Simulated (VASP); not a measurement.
# TiB (F-43m) in VASP: a series of runs

Runs on TiB. Level: PBEsol. Tasks: relaxation of cell and atoms.

Everything below comes from runs of VASP 6.6.1. Logs are shortened: lines on timing, memory, paths and dates and some standing lists are left out, and cuts for length are marked.

### 1 The cell of the first run

It takes space group F-43m (No. 216, cubic). The conventional cell has a = 4.836 Å, b = 4.836 Å, c = 4.836 Å, α = 90.00°, β = 90.00°, γ = 90.00°. Within 2.8 Å of Ti (site symmetry -43m) lie 4 B at 2.09 Å. B (site symmetry -43m) has 4 Ti at 2.09 Å within 2.8 Å.

### 2 Relaxation of cell and atoms, PBEsol, target pressure 5 GPa, at which the enthalpy is minimised

INCAR reads:

```
PREC = Accurate ; ENCUT = 600
EDIFF = 1E-6 ; ISMEAR = 0
SIGMA = 0.1 ; LREAL = False
LASPH = True ; NELM = 60
ALGO = Normal ; ISIF = 3
LWAVE = False ; LCHARG = False
GGA = PS ; IBRION = 2
NSW = 70 ; EDIFFG = -0.008
PSTRESS = 50.0
```

KPOINTS reads:

```
Automatic mesh
0
Gamma
  14 14 14
```

POSCAR reads:

```
TiB
1.0
    0.0000000000      2.4181779179      2.4181779179
    2.4181779179      0.0000000000      2.4181779179
    2.4181779179      2.4181779179      0.0000000000
Ti B
1 1
Direct
    0.7500000000      0.7500000000      0.7500000000
    0.0000000000      0.0000000000      0.0000000000
```

Potentials or basis: VASP PAW PBE potentials, release 64 (Ti_sv, B).

On the command line:

```
cat potpaw_PBE.64/Ti_sv/POTCAR potpaw_PBE.64/B/POTCAR > POTCAR
mpirun -np 1 vasp_std > vasp.out
```

OUTCAR:

```text
PREC = Accurate
   ENCUT = 600
   EDIFF = 1E-6
   ISMEAR = 0
   LREAL = False
   LASPH = True
   NELM = 60
   ISIF = 3
   GGA = PS
   IBRION = 2
   NSW = 70
   EDIFFG = -0.008
   PSTRESS = 50.0

 ion  position               nearest neighbor table
   1  0.750  0.750  0.750-   2 2.09   2 2.09   2 2.09   2 2.09
   2  0.000  0.000  0.000-   1 2.09   1 2.09   1 2.09   1 2.09

  LATTYP: Found a face centered cubic cell.
 ALAT       =     4.8363558358

  Lattice vectors:

 A1 = (   0.0000000000,   2.4181779179,   2.4181779179)
 A2 = (   2.4181779179,   0.0000000000,   2.4181779179)
 A3 = (   2.4181779179,   2.4181779179,   0.0000000000)

Analysis of symmetry for initial positions (statically):
=====================================================================
 Subroutine PRICEL returns:
 Original cell was already a primitive cell.

 Routine SETGRP: Setting up the symmetry group for a
 face centered cubic supercell.

 Subroutine GETGRP returns: Found 24 space group operations
 (whereof 24 operations were pure point group operations)
 out of a pool of 48 trial point group operations.

The static configuration has the point symmetry T_d .

Analysis of symmetry for dynamics (positions and initial velocities):
=====================================================================
 Subroutine PRICEL returns:
 Original cell was already a primitive cell.

 Routine SETGRP: Setting up the symmetry group for a
 face centered cubic supercell.

 Subroutine GETGRP returns: Found 24 space group operations
 (whereof 24 operations were pure point group operations)
 out of a pool of 48 trial point group operations.

The dynamic configuration has the point symmetry T_d .

 Subroutine INISYM returns: Found 24 space group operations
 (whereof 24 operations are pure point group operations),
 and found     1 'primitive' translations

----------------------------------------------------------------------------------------

                                     Primitive cell

  volume of cell :      28.2810

  direct lattice vectors                    reciprocal lattice vectors
     0.000000000  2.418177918  2.418177918    -0.206767251  0.206767251  0.206767251
     2.418177918  0.000000000  2.418177918     0.206767251 -0.206767251  0.206767251
     2.418177918  2.418177918  0.000000000     0.206767251  0.206767251 -0.206767251

  length of vectors
     3.419820008  3.419820008  3.419820008     0.358131384  0.358131384  0.358131384

  position of ions in fractional coordinates (direct lattice)
     0.750000000  0.750000000  0.750000000
     0.000000000  0.000000000  0.000000000

  ion indices of the primitive-cell ions
   primitive index   ion index
                 1           1
                 2           2

----------------------------------------------------------------------------------------

 KPOINTS: Automatic mesh

Automatic generation of k-mesh.
 Grid dimensions read from file:
 generate k-points for:   14   14   14

 Generating k-lattice:

  Cartesian coordinates                     Fractional coordinates (reciprocal lattice)
    -0.014769089  0.014769089  0.014769089     0.071428571  0.000000000  0.000000000
     0.014769089 -0.014769089  0.014769089     0.000000000  0.071428571  0.000000000
     0.014769089  0.014769089 -0.014769089     0.000000000  0.000000000  0.071428571

  Length of vectors
     0.025580813  0.025580813  0.025580813

  Shift w.r.t. Gamma in fractional coordinates (k-lattice)
     0.000000000  0.000000000  0.000000000

 Subroutine IBZKPT returns following result:
 ===========================================

 Found    104 irreducible k-points:

 Following reciprocal coordinates:
            Coordinates               Weight
  0.000000  0.000000  0.000000      1.000000
  0.071429  0.000000  0.000000      8.000000
  0.142857  0.000000  0.000000      8.000000
  0.214286  0.000000  0.000000      8.000000
  0.285714  0.000000  0.000000      8.000000
  0.357143  0.000000  0.000000      8.000000
[... 16 lines left out ...]
  0.214286  0.142857  0.000000     24.000000
  0.285714  0.142857  0.000000     24.000000
 [... further k-points ...]
   k-points           NKPTS =    104   k-points in BZ     NKDIM =    104   number of bands    NBANDS=     11
   number of dos      NEDOS =    301   number of ions     NIONS =      2
   total plane-waves  NPLWV =  21952
   dimension x,y,z NGX =    28 NGY =   28 NGZ =   28
   dimension x,y,z NGXF=    56 NGYF=   56 NGZF=   56
   ions per type =               1   1
   NGX,Y,Z   is equivalent  to a cutoff of  13.61, 13.61, 13.61 a.u.
   NGXF,Y,Z  is equivalent  to a cutoff of  27.22, 27.22, 27.22 a.u.
 SYSTEM =  unknown system
   PREC   = accura    normal or accurate (medium, high low for compatibility)
   ISTART =      0    job   : 0-new  1-cont  2-samecut
   ICHARG =      2    charge: 1-file 2-atom 10-const
   ISPIN  =      1    spin polarized calculation?
   LNONCOLLINEAR =      F non collinear calculations
   LSORBIT =      F    spin-orbit coupling
   LASPH  =      T    aspherical Exc in radial PAW
   ENCUT  =  600.0 eV  44.10 Ry    6.64 a.u.   6.83  6.83  6.83*2*pi/ulx,y,z
   NELM   =     60;   NELMIN=  2; NELMDL= -5     # of ELM steps
   EDIFF  = 0.1E-05   stopping-criterion for ELM
   LREAL  =      F    real-space projection
   EDIFFG = -.8E-02   stopping-criterion for IOM
   NSW    =     70    number of steps for IOM
   IBRION =      2    ionic relax: 0-MD 1-quasi-New 2-CG
   NFREE  =      1    steps in history (QN), initial steepest desc. (CG)
   ISIF   =      3    stress and relaxation
   ISYM   =      2    0-nonsym 1-usesym 2-fastsym
   POTIM  = 0.5000    time-step for ionic-motion
   TEBEG  =    0.0;   TEEND  =   0.0 temperature during run
   PSTRESS=   50.0 pullay stress
   NELECT =      15.0000    total number of electrons
   NUPDOWN=      -1.0000    fix difference up-down
   EMIN   =  10.00;   EMAX   =-10.00  energy-range for DOS
   EFERMI =   0.00;   METHOD = LEGACY
   ISMEAR =     0;   SIGMA  =   0.10  broadening in eV -4-tet -1-fermi 0-gaus
   EFERMI_NEDOS =   21; number of points for ismear=-14 and -15
   IALGO  =     38    algorithm
   IMIX   =      4    mixing-type and parameters
     AMIX     =   0.40;   BMIX     =  1.00
     AMIX_MAG =   1.60;   BMIX_MAG =  1.00
  volume/ion in A,a.u.               =      14.14        95.42
  Fermi-wavevector in a.u.,A,eV,Ry     =   1.325176  2.504220 23.893086  1.756092
  Thomas-Fermi vector in A             =   2.454657
   LORBIT       =      0    0 simple, 1 ext, 2 COOP (PROOUT), +10 PAW based schemes
   GGA     = PS    functional components
   LHFCALC =     F    Hartree Fock is set to
   AEXX    =    0.0000 exact exchange contribution
   IVDW    =     0    specifies the selected vdW correction
   LEPSILON=     F    determine dielectric tensor
   LRPA    =     F    only Hartree local field effects (RPA)
 conjugate gradient relaxation of ions
 non-spin polarized calculation
 Gauss-broadening in eV      SIGMA  =   0.10
  energy-cutoff  :      600.00
  volume of cell :       28.28
 maximum number of plane-waves:       960
   NGX = 13   NGY = 13   NGZ = 13

--------------------------------------- Ionic step        1  -------------------------------------------

 number of electron      14.9999998 magnetization

 Free energy of the ion-electron system (eV)
  ---------------------------------------------------
  ext. energy  EPLUGINS =         0.00000000
  ---------------------------------------------------
  free energy    TOTEN  =       -13.81123846 eV

  energy without entropy =      -13.80340073  energy(sigma->0) =      -13.80731959

------------------------ aborting loop because EDIFF is reached ----------------------------------------

  FORCE on cell =-STRESS in cart. coord.  units (eV):
  Direction    XX          YY          ZZ          XY          YZ          ZX
  --------------------------------------------------------------------------------------
  -------------------------------------------------------------------------------------
  Total        0.9066120      0.9066120      0.9066120     -0.0000000      0.0000000      0.0000000
  in kB       51.3614500     51.3614500     51.3614500     -0.0000000      0.0000000      0.0000000
  external PRESSURE =       1.3614500 kB  Pullay stress =      50.0000000 kB

 VOLUME and BASIS-vectors are now :
 -----------------------------------------------------------------------------
  energy-cutoff  :      600.00
  volume of cell :       28.28
      direct lattice vectors                 reciprocal lattice vectors
     0.000000000  2.418177918  2.418177918    -0.206767251  0.206767251  0.206767251
     2.418177918  0.000000000  2.418177918     0.206767251 -0.206767251  0.206767251
     2.418177918  2.418177918  0.000000000     0.206767251  0.206767251 -0.206767251

 POSITION                                       TOTAL-FORCE (eV/Angst)
 -----------------------------------------------------------------------------------
      3.62727      3.62727      3.62727         0.000000      0.000000     -0.000000
      0.00000      0.00000      0.00000        -0.000000     -0.000000      0.000000
 -----------------------------------------------------------------------------------
    total drift:                                0.000001      0.000001      0.000001

  FREE ENERGIE OF THE ION-ELECTRON SYSTEM (eV)
  ---------------------------------------------------
  free  energy   TOTEN  =       -13.8112384586 eV

  energy  without entropy=      -13.8034007275  energy(sigma->0) =      -13.80731959

  enthalpy is  TOTEN    =       -12.9286582781 eV   P V=        0.8825801806

--------------------------------------- Ionic step        2  -------------------------------------------

 number of electron      14.9999997 magnetization

 Free energy of the ion-electron system (eV)
  ---------------------------------------------------
  ext. energy  EPLUGINS =         0.00000000
  ---------------------------------------------------
  free energy    TOTEN  =       -13.81277807 eV

  energy without entropy =      -13.80492560  energy(sigma->0) =      -13.80885184

 E-fermi :   5.0977     XC(G=0): -10.8995

 val. band max:        5.0812667393   @ k =   0.5000   0.2857   0.1429
 cond. band min:       5.1042248034   @ k =   0.4286   0.2857   0.0714
 fundamental gap:      0.0229580641
 Fermi energy:         5.0976582121

 k-point     1 :       0.0000    0.0000    0.0000
  band No.  band energies     occupation
      1     -50.6386      2.00000
      2     -26.9555      2.00000
      3     -26.9555      2.00000
      4     -26.9555      2.00000
      5      -2.8381      2.00000
      6       4.0214      2.00000
      7       4.0214      2.00000
      8       4.0214      2.00000
      9       7.3770      0.00000
     10       7.3770      0.00000
     11      13.7444      0.00000

 k-point     2 :       0.0714    0.0000    0.0000
  band No.  band energies     occupation
      1     -50.6378      2.00000
      2     -26.9640      2.00000
      3     -26.9568      2.00000
      4     -26.9568      2.00000
      5      -2.7467      2.00000
      6       3.9507      2.00000
      7       4.0588      2.00000
      8       4.0588      2.00000
      9       7.3492      0.00000
     10       7.3492      0.00000
     11      13.6907      0.00000

 k-point     3 :       0.1429    0.0000    0.0000
  band No.  band energies     occupation
      1     -50.6353      2.00000
      2     -26.9879      2.00000
      3     -26.9605      2.00000
      4     -26.9605      2.00000
      5      -2.4797      2.00000
      6       3.7599      2.00000
      7       4.1588      2.00000
      8       4.1588      2.00000
      9       7.2913      0.00000
     10       7.2913      0.00000
     11      12.9601      0.00000
[... 267 lines left out ...]
 k-point    23 :       0.2143    0.1429    0.0000
  band No.  band energies     occupation
      1     -50.6315      2.00000
      2     -27.0091      2.00000
      3     -26.9744      2.00000
      4     -26.9729      2.00000
      5      -2.0512      2.00000
      6       3.4528      2.00000
      7       4.3625      2.00000
      8       4.3805      2.00000
      9       6.7869      0.00000
     10       7.5696      0.00000
     11      12.4970      0.00000

 k-point    24 :       0.2857    0.1429    0.0000
  band No.  band energies     occupation
      1     -50.6281      2.00000
      2     -27.0401      2.00000
      3     -26.9808      2.00000
      4     -26.9786      2.00000
      5      -1.6094      2.00000
      6       3.2462      2.00000
      7       4.4382      2.00000
      8       4.5215      2.00000
      9       6.7503      0.00000
     10       7.6405      0.00000
     11      11.3358      0.00000

 [... further k-points ...]
[... 5 lines left out ...]
  --------------------------------------------------------------------------------------
  -------------------------------------------------------------------------------------
  Total        0.8703705      0.8703705      0.8703705      0.0000000     -0.0000000      0.0000000
  in kB       49.2226471     49.2226471     49.2226471      0.0000000     -0.0000000      0.0000000
  external PRESSURE =      -0.7773529 kB  Pullay stress =      50.0000000 kB

 VOLUME and BASIS-vectors are now :
 -----------------------------------------------------------------------------
  energy-cutoff  :      600.00
  volume of cell :       28.33
      direct lattice vectors                 reciprocal lattice vectors
    -0.000000000  2.419579683  2.419579683    -0.206647462  0.206647462  0.206647462
     2.419579683  0.000000000  2.419579683     0.206647462 -0.206647462  0.206647462
     2.419579683  2.419579683  0.000000000     0.206647462  0.206647462 -0.206647462

 POSITION                                       TOTAL-FORCE (eV/Angst)
 -----------------------------------------------------------------------------------
      3.62937      3.62937      3.62937         0.000000      0.000000      0.000000
      2.41958      2.41958      0.00000        -0.000000     -0.000000     -0.000000
 -----------------------------------------------------------------------------------
    total drift:                                0.000001      0.000001      0.000001

  FREE ENERGIE OF THE ION-ELECTRON SYSTEM (eV)
  ---------------------------------------------------
  free  energy   TOTEN  =       -13.8127780658 eV

  energy  without entropy=      -13.8049256043  energy(sigma->0) =      -13.80885184

  enthalpy is  TOTEN    =       -12.9286621576 eV   P V=        0.8841159083

 reached required accuracy - stopping structural energy minimisation
```

It took 29 s on 1 thread of Intel Xeon 6975P-C (Granite Rapids), shared host; peak memory 0.19 GiB.

Results:

```
Free energy                                            : -13.8128 eV
Relaxed volume                                         : 14.17 Å³/atom
Relaxed cell                                           : a = 3.422 Å, b = 3.422 Å, c = 3.422 Å, α = 60.00°, β = 60.00°, γ = 60.00°
Space group after relaxing (to 0.05 Å)                 : F-43m (No. 216)
Energy change on relaxing (the enthalpy is what falls) : -0.8 meV/atom
Ionic steps                                            : 2
Pressure after relaxing                                : 4.9 GPa
```

The path:
```tsv
step	energy change (eV)	largest force (eV/Å)	pressure (GPa)	volume (Å³)
1	0.0000	0.0000	5.14	28.28
2	-0.0015	0.0000	4.92	28.33
```

Final structure:
```yaml
crystal:
  lattice:
    - [0.00000, 2.41958, 2.41958]
    - [2.41958, 0.00000, 2.41958]
    - [2.41958, 2.41958, 0.00000]
  atoms:
    - { symbol: Ti, position: [0.75000, 0.75000, 0.75000] }
    - { symbol: B, position: [0.00000, 0.00000, 0.00000] }
```

Caveat: the cell is relaxed towards a set pressure, so the enthalpy falls and the energy may rise; the PAW data sets were made with another functional, which shifts forces and pressure a little.

(Part 1 of 2 ends here.)
